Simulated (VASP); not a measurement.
# Y (P6_3/mmc) in VASP: notebook, part 3 of 4

VASP 6.6.1. The steps go on from the part before.

### Step 4. Single point, LDA (28.77 Å³/atom)

This run uses another cell than the first one, of 28.77 Å³/atom.

The input, INCAR:

```
SYSTEM = Y
ALGO     = Normal         ! electronic algorithm
EDIFF    = 1E-6           ! SCF threshold, eV
ENCUT    = 520            ! plane-wave cutoff, eV
GGA      = CA             ! functional
ISIF     = 2              ! what is computed and relaxed
ISMEAR   = -1             ! smearing method
LASPH    = .TRUE.         ! aspherical terms in the spheres
LCHARG   = .FALSE.        ! write CHGCAR
LREAL    = .FALSE.        ! projectors in reciprocal space
LWAVE    = .FALSE.        ! write WAVECAR
NBANDS   = 18             ! bands
NELM     = 80             ! most SCF steps
PREC     = Accurate       ! precision mode
SIGMA    = 0.1            ! smearing width, eV
```

The input, KPOINTS:

```
k-points
0
G
  17 17 10
  0 0 0
```

The input, POSCAR:

```
Y
1.0
    3.4914362047      0.0000000000      0.0000000000
   -1.7457181024      3.0236724490      0.0000000000
    0.0000000000      0.0000000000      5.4501629336
Y
2
Direct
    0.3333333333      0.6666666667      0.2500000000
    0.6666666667      0.3333333333      0.7500000000
```

Potentials or basis: VASP PAW LDA potentials, release 64 (Y_sv).

Run with:

```
cat potpaw_LDA.64/Y_sv/POTCAR > POTCAR
mpirun -np 1 vasp_std > vasp.out
```

OUTCAR:

```text
SYSTEM = Y
   EDIFF = 1E-6
   ENCUT = 520
   GGA = CA
   ISIF = 2
   ISMEAR = -1
   LASPH = .TRUE.
   LREAL = .FALSE.
   NELM = 80
   PREC = Accurate

 ion  position               nearest neighbor table
   1  0.333  0.667  0.250-   2 3.39   2 3.39   2 3.39   2 3.39   2 3.39   2 3.39
   2  0.667  0.333  0.750-   1 3.39   1 3.39   1 3.39   1 3.39   1 3.39   1 3.39

  LATTYP: Found a hexagonal cell.
 ALAT       =     3.4914362047
 C/A-ratio  =     1.5610088840

  Lattice vectors:

 A1 = (   3.4914362047,   0.0000000000,   0.0000000000)
 A2 = (  -1.7457181024,   3.0236724490,   0.0000000000)
 A3 = (   0.0000000000,   0.0000000000,   5.4501629336)

Analysis of symmetry for initial positions (statically):
=====================================================================
 Subroutine PRICEL returns:
 Original cell was already a primitive cell.

 Routine SETGRP: Setting up the symmetry group for a
 hexagonal supercell.

 Subroutine GETGRP returns: Found 24 space group operations
 (whereof 12 operations were pure point group operations)
 out of a pool of 24 trial point group operations.

The static configuration has the point symmetry D_3d.
 The point group associated with its full space group is D_6h.

Analysis of symmetry for dynamics (positions and initial velocities):
=====================================================================
 Subroutine PRICEL returns:
 Original cell was already a primitive cell.

 Routine SETGRP: Setting up the symmetry group for a
 hexagonal supercell.

 Subroutine GETGRP returns: Found 24 space group operations
 (whereof 12 operations were pure point group operations)
 out of a pool of 24 trial point group operations.

The dynamic configuration has the point symmetry D_3d.
 The point group associated with its full space group is D_6h.

 Subroutine INISYM returns: Found 24 space group operations
 (whereof 12 operations are pure point group operations),
 and found     1 'primitive' translations

----------------------------------------------------------------------------------------

                                     Primitive cell

  volume of cell :      57.5371

  direct lattice vectors                    reciprocal lattice vectors
     3.491436205  0.000000000  0.000000000     0.286415086  0.165361827  0.000000000
    -1.745718102  3.023672449  0.000000000     0.000000000  0.330723654  0.000000000
     0.000000000  0.000000000  5.450162934     0.000000000  0.000000000  0.183480753

  length of vectors
     3.491436205  3.491436205  5.450162934     0.330723654  0.330723654  0.183480753

  position of ions in fractional coordinates (direct lattice)
     0.333333333  0.666666667  0.250000000
     0.666666667  0.333333333  0.750000000

  ion indices of the primitive-cell ions
   primitive index   ion index
                 1           1
                 2           2

----------------------------------------------------------------------------------------

 KPOINTS: k-points

Automatic generation of k-mesh.
 Grid dimensions read from file:
 generate k-points for:   17   17   10

 Generating k-lattice:

  Cartesian coordinates                     Fractional coordinates (reciprocal lattice)
     0.016847946  0.009727166  0.000000000     0.058823529 -0.000000000  0.000000000
     0.000000000  0.019454333  0.000000000     0.000000000  0.058823529  0.000000000
     0.000000000  0.000000000  0.018348075     0.000000000  0.000000000  0.100000000

  Length of vectors
     0.019454333  0.019454333  0.018348075

  Shift w.r.t. Gamma in fractional coordinates (k-lattice)
     0.000000000  0.000000000  0.000000000

 Subroutine IBZKPT returns following result:
 ===========================================

 Found    198 irreducible k-points:

 Following reciprocal coordinates:
            Coordinates               Weight
  0.000000  0.000000  0.000000      1.000000
  0.058824  0.000000  0.000000      6.000000
  0.117647 -0.000000  0.000000      6.000000
  0.176471 -0.000000  0.000000      6.000000
  0.235294 -0.000000  0.000000      6.000000
  0.294118  0.000000  0.000000      6.000000
[... 16 lines left out ...]
  0.411765  0.117647  0.000000     12.000000
  0.176471  0.176471  0.000000      6.000000
 [... further k-points ...]
   k-points           NKPTS =    198   k-points in BZ     NKDIM =    198   number of bands    NBANDS=     18
   number of dos      NEDOS =    301   number of ions     NIONS =      2
   total plane-waves  NPLWV =  32928
   dimension x,y,z NGX =    28 NGY =   28 NGZ =   42
   dimension x,y,z NGXF=    56 NGYF=   56 NGZF=   84
   ions per type =               2
   NGX,Y,Z   is equivalent  to a cutoff of  13.33, 13.33, 12.81 a.u.
   NGXF,Y,Z  is equivalent  to a cutoff of  26.66, 26.66, 25.62 a.u.
 SYSTEM =  Y
   PREC   = accura    normal or accurate (medium, high low for compatibility)
   ISTART =      0    job   : 0-new  1-cont  2-samecut
   ICHARG =      2    charge: 1-file 2-atom 10-const
   ISPIN  =      1    spin polarized calculation?
   LNONCOLLINEAR =      F non collinear calculations
   LSORBIT =      F    spin-orbit coupling
   LASPH  =      T    aspherical Exc in radial PAW
   ENCUT  =  520.0 eV  38.22 Ry    6.18 a.u.   6.49  6.49 10.13*2*pi/ulx,y,z
   NELM   =     80;   NELMIN=  2; NELMDL= -5     # of ELM steps
   EDIFF  = 0.1E-05   stopping-criterion for ELM
   LREAL  =      F    real-space projection
   EDIFFG = 0.1E-04   stopping-criterion for IOM
   NSW    =      0    number of steps for IOM
   IBRION =     -1    ionic relax: 0-MD 1-quasi-New 2-CG
   NFREE  =      0    steps in history (QN), initial steepest desc. (CG)
   ISIF   =      2    stress and relaxation
   ISYM   =      2    0-nonsym 1-usesym 2-fastsym
   POTIM  = 0.5000    time-step for ionic-motion
   TEBEG  =    0.0;   TEEND  =   0.0 temperature during run
   PSTRESS=    0.0 pullay stress
   NELECT =      22.0000    total number of electrons
   NUPDOWN=      -1.0000    fix difference up-down
   EMIN   =  10.00;   EMAX   =-10.00  energy-range for DOS
   EFERMI =   0.00;   METHOD = LEGACY
   ISMEAR =    -1;   SIGMA  =   0.10  broadening in eV -4-tet -1-fermi 0-gaus
   EFERMI_NEDOS =   21; number of points for ismear=-14 and -15
   IALGO  =     38    algorithm
   IMIX   =      4    mixing-type and parameters
     AMIX     =   0.40;   BMIX     =  1.00
     AMIX_MAG =   1.60;   BMIX_MAG =  1.00
  volume/ion in A,a.u.               =      28.77       194.14
  Fermi-wavevector in a.u.,A,eV,Ry     =   1.188228  2.245424 19.209857  1.411885
  Thomas-Fermi vector in A             =   2.324362
   LORBIT       =      0    0 simple, 1 ext, 2 COOP (PROOUT), +10 PAW based schemes
   GGA     = CA    functional components
   LHFCALC =     F    Hartree Fock is set to
   AEXX    =    0.0000 exact exchange contribution
   IVDW    =     0    specifies the selected vdW correction
   LEPSILON=     F    determine dielectric tensor
   LRPA    =     F    only Hartree local field effects (RPA)
 non-spin polarized calculation
  energy-cutoff  :      520.00
  volume of cell :       57.54
 maximum number of plane-waves:      1592
 NGX is ok and might be reduce to    28
   NGX = 13   NGY = 13   NGZ = 21

 number of electron      22.0000000 magnetization

 Free energy of the ion-electron system (eV)
  ---------------------------------------------------
  ext. energy  EPLUGINS =         0.00000000
  ---------------------------------------------------
  free energy    TOTEN  =       -13.93941563 eV

  energy without entropy =      -13.82841871  energy(sigma->0) =      -13.88391717

 E-fermi :   3.5063     XC(G=0): -10.1701

 val. band max:        3.5062726220   @ k =   0.2941   0.1765   0.2000
 cond. band min:       3.5099575373   @ k =   0.2353  -0.0000   0.1000
 fundamental gap:      0.0036849154
 Fermi energy:         3.5062755590

 k-point     1 :       0.0000    0.0000    0.0000
  band No.  band energies     occupation
      1     -38.6520      2.00000
      2     -38.5170      2.00000
      3     -19.2540      2.00000
      4     -18.5038      2.00000
      5     -18.5038      2.00000
      6     -18.3644      2.00000
[... 10 lines left out ...]
     17       6.4820      0.00000
     18       6.4820      0.00000
[... 463 lines left out ...]
 k-point    24 :       0.1765    0.1765    0.0000
  band No.  band energies     occupation
      1     -38.5846      2.00000
      2     -38.4995      2.00000
      3     -19.0286      2.00000
      4     -18.8230      2.00000
      5     -18.8209      2.00000
      6     -18.6030      2.00000
[... 10 lines left out ...]
     17       7.4540      0.00000
     18       8.2319      0.00000

 [... further k-points ...]

------------------------ aborting loop because EDIFF is reached ----------------------------------------

  FORCE on cell =-STRESS in cart. coord.  units (eV):
  Direction    XX          YY          ZZ          XY          YZ          ZX
  --------------------------------------------------------------------------------------
  -------------------------------------------------------------------------------------
  Total        0.6222481      0.6222481      0.7232980     -0.0000000      0.0000000      0.0000000
  in kB       17.3270978     17.3270978     20.1409287     -0.0000000      0.0000000      0.0000000
  external PRESSURE =      18.2650414 kB  Pullay stress =       0.0000000 kB

 VOLUME and BASIS-vectors are now :
 -----------------------------------------------------------------------------
  energy-cutoff  :      520.00
  volume of cell :       57.54
      direct lattice vectors                 reciprocal lattice vectors
     3.491436205  0.000000000  0.000000000     0.286415086  0.165361827  0.000000000
    -1.745718102  3.023672449  0.000000000     0.000000000  0.330723654  0.000000000
     0.000000000  0.000000000  5.450162934     0.000000000  0.000000000  0.183480753

 POSITION                                       TOTAL-FORCE (eV/Angst)
 -----------------------------------------------------------------------------------
     -0.00000      2.01578      1.36254        -0.000000      0.000000      0.000000
      1.74572      1.00789      4.08762         0.000000     -0.000000      0.000000
 -----------------------------------------------------------------------------------
    total drift:                               -0.000000      0.000000     -0.000000

  FREE ENERGIE OF THE ION-ELECTRON SYSTEM (eV)
  ---------------------------------------------------
  free  energy   TOTEN  =       -13.9394156290 eV

  energy  without entropy=      -13.8284187090  energy(sigma->0) =      -13.88391717
```

Wall time 67 s (1 thread of Intel Xeon 6975P-C (Granite Rapids), shared host); peak memory 0.31 GiB.

Results:

| Quantity | Value |
| --- | --- |
| Free energy | -13.9394 eV |
| Pressure | 1.8 GPa |
| Band gap on the k mesh | zero (bands 11 and 12 overlap by 1.93 eV) |

Levels at points of the mesh, in eV from the Fermi level:
| k point | band 8 | band 9 | band 10 | band 11 | band 12 | band 13 | band 14 | band 15 |
| --- | --- | --- | --- | --- | --- | --- | --- | --- |
| (0.00, 0.00, 0.00) | -21.82 | -4.86 | -2.08 | 1.47 | 1.79 | 1.79 | 2.19 | 2.51 |
| (0.00, 0.00, 0.50) | -21.94 | -3.24 | -3.24 | 1.01 | 1.01 | 1.69 | 1.69 | 1.69 |

### Step 5. Single point, LDA

This run uses another cell than the first one, of 29.97 Å³/atom.

The input, INCAR:

```
  PREC = Accurate
  ENCUT = 520
  EDIFF = 1E-7
  ISMEAR = -1
  SIGMA = 0.1
  LREAL = F
  LASPH = T
  NELM = 100
  ALGO = Normal
  ISIF = 2
  LWAVE = F
  LCHARG = F
  GGA = CA
  NBANDS = 18
```

The input, KPOINTS:

```
Automatic mesh
0
Gamma
  17 17 10
```

The input, POSCAR:

```
Y
1.0
    3.5392700420      0.0000000000      0.0000000000
   -1.7696350210      3.0650977672      0.0000000000
    0.0000000000      0.0000000000      5.5248319784
Y
2
Direct
    0.3333333333      0.6666666667      0.2500000000
    0.6666666667      0.3333333333      0.7500000000
```

Potentials or basis: VASP PAW LDA potentials, release 64 (Y_sv).

Run with:

```
cat potpaw_LDA.64/Y_sv/POTCAR > POTCAR
mpirun -np 1 vasp_std > vasp.out
```

OUTCAR:

```text
PREC = Accurate
   ENCUT = 520
   EDIFF = 1E-7
   ISMEAR = -1
   LREAL = F
   LASPH = T
   NELM = 100
   ISIF = 2
   GGA = CA

 ion  position               nearest neighbor table
   1  0.333  0.667  0.250-   2 3.44   2 3.44   2 3.44   2 3.44   2 3.44   2 3.44
   2  0.667  0.333  0.750-   1 3.44   1 3.44   1 3.44   1 3.44   1 3.44   1 3.44

  LATTYP: Found a hexagonal cell.
 ALAT       =     3.5392700420
 C/A-ratio  =     1.5610088840

  Lattice vectors:

 A1 = (   3.5392700420,   0.0000000000,   0.0000000000)
 A2 = (  -1.7696350210,   3.0650977672,   0.0000000000)
 A3 = (   0.0000000000,   0.0000000000,   5.5248319784)

Analysis of symmetry for initial positions (statically):
=====================================================================
 Subroutine PRICEL returns:
 Original cell was already a primitive cell.

 Routine SETGRP: Setting up the symmetry group for a
 hexagonal supercell.

 Subroutine GETGRP returns: Found 24 space group operations
 (whereof 12 operations were pure point group operations)
 out of a pool of 24 trial point group operations.

The static configuration has the point symmetry D_3d.
[... 161 lines left out ...]
  energy without entropy =      -13.83735946  energy(sigma->0) =      -13.89474417

 E-fermi :   3.2883     XC(G=0): -10.0044

 val. band max:        3.2786224328   @ k =   0.2353   0.0000   0.1000
 cond. band min:       3.2906360857   @ k =   0.2353   0.1176   0.0000
 fundamental gap:      0.0120136529
 Fermi energy:         3.2883354132

 k-point     1 :       0.0000    0.0000    0.0000
  band No.  band energies     occupation
      1     -38.9529      2.00000
      2     -38.8390      2.00000
      3     -19.4911      2.00000
      4     -18.8322      2.00000
      5     -18.8322      2.00000
      6     -18.7085      2.00000
[... 481 lines left out ...]
      5     -19.1080      2.00000
      6     -18.9185      2.00000
[... 10 lines left out ...]
     17       7.1001      0.00000
     18       7.8350      0.00000

 [... further k-points ...]

------------------------ aborting loop because EDIFF is reached ----------------------------------------

  FORCE on cell =-STRESS in cart. coord.  units (eV):
  Direction    XX          YY          ZZ          XY          YZ          ZX
  --------------------------------------------------------------------------------------
  -------------------------------------------------------------------------------------
  Total       -0.0498246     -0.0498246     -0.0070091      0.0000000      0.0000000      0.0000000
  in kB       -1.3319180     -1.3319180     -0.1873680      0.0000000      0.0000000      0.0000000
  external PRESSURE =      -0.9504013 kB  Pullay stress =       0.0000000 kB

 VOLUME and BASIS-vectors are now :
 -----------------------------------------------------------------------------
  energy-cutoff  :      520.00
  volume of cell :       59.93
      direct lattice vectors                 reciprocal lattice vectors
     3.539270042  0.000000000  0.000000000     0.282544137  0.163126934  0.000000000
    -1.769635021  3.065097767  0.000000000     0.000000000  0.326253867  0.000000000
     0.000000000  0.000000000  5.524831978     0.000000000  0.000000000  0.181000980

 POSITION                                       TOTAL-FORCE (eV/Angst)
 -----------------------------------------------------------------------------------
     -0.00000      2.04340      1.38121         0.000000     -0.000000      0.000000
      1.76964      1.02170      4.14362        -0.000000      0.000000      0.000000
 -----------------------------------------------------------------------------------
    total drift:                               -0.000000      0.000000     -0.000000

  FREE ENERGIE OF THE ION-ELECTRON SYSTEM (eV)
  ---------------------------------------------------
  free  energy   TOTEN  =       -13.9521288909 eV

  energy  without entropy=      -13.8373594552  energy(sigma->0) =      -13.89474417
```

stdout:

```text
POSCAR found type information on POSCAR Y
 POSCAR found :  1 types and       2 ions
 scaLAPACK will be used
 LDA part: xc-table for (Slater(with rela. corr.)+CA(PZ))
 , standard interpolation
 POSCAR, INCAR and KPOINTS ok, starting setup
 FFT: planning ... GRIDC
 FFT: planning ... GRID_SOFT
 FFT: planning ... GRID
 WAVECAR not read
 entering main loop
```

It took 76 s on 1 thread of Intel Xeon 6975P-C (Granite Rapids), shared host; peak memory 0.31 GiB.

What came out:

```yaml
Free_energy: -13.9521 eV
Pressure: -0.1 GPa
Band_gap_on_the_k_mesh: zero (bands 11 and 12 overlap by 1.77 eV)
```

Stress tensor (GPa, compression positive):
```
-0.13  0.00  0.00
 0.00 -0.13  0.00
 0.00  0.00 -0.02
```

[end of part 3 of 4]
